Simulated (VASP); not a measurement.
# Be3V (Fm-3m) in VASP: notebook, part 2 of 2

VASP 6.6.1. Earlier steps stand in the parts before.

**4. Single point, r2SCAN**

This run uses another cell than the first one, of 9.50 Å³/atom, 1.008 times its volume.

File POSCAR:

```
Be3V
1.0
    0.0000000000      2.6683789050      2.6683789050
    2.6683789050      0.0000000000      2.6683789050
    2.6683789050      2.6683789050      0.0000000000
Be V
3 1
Direct
    0.2500000000      0.2500000000      0.2500000000
    0.7500000000      0.7500000000      0.7500000000
    0.5000000000      0.5000000000      0.5000000000
    0.0000000000      0.0000000000      0.0000000000
```

File INCAR.step1:

```
SYSTEM = Be3V
PREC = Accurate
ENCUT = 520
ISMEAR = 0
SIGMA = 0.1
LREAL = .False.
LASPH = .True.
NELM = 60
NBANDS = 18
GGA = PE
ALGO = Normal
EDIFF = 1E-4
LWAVE = .True.
LCHARG = .False.
```

File INCAR.step2:

```
SYSTEM = Be3V
PREC = Accurate
ENCUT = 520
EDIFF = 1E-7
ISMEAR = 0
SIGMA = 0.1
LREAL = .False.
LASPH = .True.
NELM = 60
ALGO = Normal
ISIF = 2
LWAVE = .False.
LCHARG = .False.
METAGGA = R2SCAN
LMIXTAU = .True.
NBANDS = 18
ISTART = 1
```

File KPOINTS:

```
Automatic mesh
0
Gamma
  14 14 14
  0 0 0
```

Potentials or basis: VASP PAW PBE potentials, release 64 (Be, V_sv).

Started as:

```
$ cat potpaw_PBE.64/Be/POTCAR potpaw_PBE.64/V_sv/POTCAR > POTCAR
$ cp INCAR.step1 INCAR
$ mpirun -np 1 vasp_std > vasp.out
$ cp INCAR.step2 INCAR
$ mpirun -np 1 vasp_std > vasp.out
```

OUTCAR:

```text
SYSTEM = Be3V
   PREC = Accurate
   ENCUT = 520
   EDIFF = 1E-7
   ISMEAR = 0
   LREAL = .False.
   LASPH = .True.
   NELM = 60
   ISIF = 2
   METAGGA = R2SCAN
   ISTART = 1

 ion  position               nearest neighbor table
   1  0.250  0.250  0.250-   4 2.31   4 2.31   4 2.31   3 2.31   3 2.31   3 2.31   4 2.31   3 2.31

   2  0.750  0.750  0.750-   3 2.31   3 2.31   3 2.31   4 2.31   4 2.31   4 2.31   4 2.31   3 2.31

   3  0.500  0.500  0.500-   1 2.31   1 2.31   1 2.31   2 2.31   2 2.31   2 2.31   2 2.31   1 2.31

   4  0.000  0.000  0.000-   2 2.31   2 2.31   2 2.31   1 2.31   1 2.31   1 2.31   2 2.31   1 2.31

  LATTYP: Found a face centered cubic cell.
 ALAT       =     5.3367578100

  Lattice vectors:

 A1 = (   0.0000000000,   2.6683789050,   2.6683789050)
 A2 = (   2.6683789050,   0.0000000000,   2.6683789050)
 A3 = (   2.6683789050,   2.6683789050,   0.0000000000)

Analysis of symmetry for initial positions (statically):
=====================================================================
 Subroutine PRICEL returns:
[... 174 lines left out ...]

 E-fermi :   7.9560     XC(G=0): -12.1505

 val. band max:        7.9473237918   @ k =  -0.2143   0.1429   0.0000
 cond. band min:       7.9583640341   @ k =  -0.4286   0.4286   0.0000
 fundamental gap:      0.0110402423
 Fermi energy:         7.9560090896

 k-point     1 :       0.0000    0.0000    0.0000
  band No.  band energies     occupation
      1     -58.8368      2.00000
      2     -31.6110      2.00000
      3     -31.6110      2.00000
      4     -31.6110      2.00000
      5      -2.5795      2.00000
      6       5.1587      2.00000
[... 481 lines left out ...]
      5      -1.5004      2.00000
      6       4.0208      2.00000
[... 10 lines left out ...]
     17      15.0582      0.00000
     18      17.0312      0.00000

 [... further k-points ...]

------------------------ aborting loop because EDIFF is reached ----------------------------------------

  FORCE on cell =-STRESS in cart. coord.  units (eV):
  Direction    XX          YY          ZZ          XY          YZ          ZX
  --------------------------------------------------------------------------------------
  -------------------------------------------------------------------------------------
  Total       -0.4349846     -0.4349846     -0.4349846     -0.0000000     -0.0000000      0.0000000
  in kB      -18.3405342    -18.3405342    -18.3405342     -0.0000000     -0.0000000      0.0000000
  external PRESSURE =     -18.3405342 kB  Pullay stress =       0.0000000 kB

 VOLUME and BASIS-vectors are now :
 -----------------------------------------------------------------------------
  energy-cutoff  :      520.00
  volume of cell :       38.00
      direct lattice vectors                 reciprocal lattice vectors
     0.000000000  2.668378905  2.668378905    -0.187379685  0.187379685  0.187379685
     2.668378905  0.000000000  2.668378905     0.187379685 -0.187379685  0.187379685
     2.668378905  2.668378905  0.000000000     0.187379685  0.187379685 -0.187379685

 POSITION                                       TOTAL-FORCE (eV/Angst)
 -----------------------------------------------------------------------------------
      1.33419      1.33419      1.33419        -0.000000     -0.000000     -0.000000
      4.00257      4.00257      4.00257         0.000000      0.000000      0.000000
      2.66838      2.66838      2.66838         0.000000     -0.000000      0.000000
      0.00000      0.00000      0.00000         0.000000     -0.000000      0.000000
 -----------------------------------------------------------------------------------
    total drift:                               -0.000000     -0.000000      0.000000

  FREE ENERGIE OF THE ION-ELECTRON SYSTEM (eV)
  ---------------------------------------------------
  free  energy   TOTEN  =       -26.7704578336 eV

  energy  without entropy=      -26.7566782657  energy(sigma->0) =      -26.76356805
```

OSZICAR.step1:

```text
N       E                     dE             d eps       ncg     rms          rms(c)
DAV:   1     0.121502227440E+03    0.12150E+03   -0.89954E+03  3752   0.102E+03
DAV:   2    -0.202026006768E+02   -0.14170E+03   -0.13767E+03  3814   0.304E+02
DAV:   3    -0.240216619730E+02   -0.38191E+01   -0.37658E+01  5000   0.518E+01
DAV:   4    -0.240476721316E+02   -0.26010E-01   -0.25971E-01  4376   0.437E+00
DAV:   5    -0.240478701199E+02   -0.19799E-03   -0.19797E-03  4496   0.423E-01    0.226E+01
DAV:   6    -0.226360327565E+02    0.14118E+01   -0.47003E+01  3984   0.539E+01    0.159E+01
DAV:   7    -0.200586705408E+02    0.25774E+01   -0.20181E+01  3918   0.394E+01    0.571E+00
DAV:   8    -0.199107726575E+02    0.14790E+00   -0.98875E-01  4014   0.744E+00    0.926E-01
DAV:   9    -0.199082778930E+02    0.24948E-02   -0.31425E-02  4214   0.190E+00    0.342E-01
DAV:  10    -0.199076718843E+02    0.60601E-03   -0.11241E-03  4756   0.270E-01    0.155E-01
DAV:  11    -0.199072395576E+02    0.43233E-03   -0.12806E-03  4248   0.189E-01    0.907E-02
DAV:  12    -0.199072411895E+02   -0.16319E-05   -0.70930E-05  2078   0.851E-02
   1 F= -.19907241E+02 E0= -.19900239E+02  d E =-.140044E-01
```

Run time: 6.7 min. Hardware: 1 thread of Oxide Virtual Turin-like, shared host; peak memory 0.18 GiB.

Results:

| Quantity | Value |
| --- | --- |
| Free energy | -26.7705 eV |
| Pressure | -1.8 GPa |

Caveat: the PAW data sets were made with another functional, which shifts forces and pressure a little.

**5. Summary**

```csv
level,cell,gap on the mesh (eV),pressure (GPa)
PBE,"a = 3.764 Å, angles 60.0°, 4 atoms",none,0.0
PBE,"a = 3.774 Å, angles 60.0°, 4 atoms",none,-1.0
r2SCAN,"a = 3.774 Å, angles 60.0°, 4 atoms",none,-1.8
```

Alike in all rows: task single point; potentials or basis VASP PAW PBE potentials, release 64 (Be, V_sv); no spin polarisation; k mesh 14 × 14 × 14; cutoff (eV) 520; smearing gaussian 0.1 eV.

Caveats: the PAW data sets were made with another functional, which shifts forces and pressure a little (some runs).

Absolute energies hang on the potentials; compare differences alone.
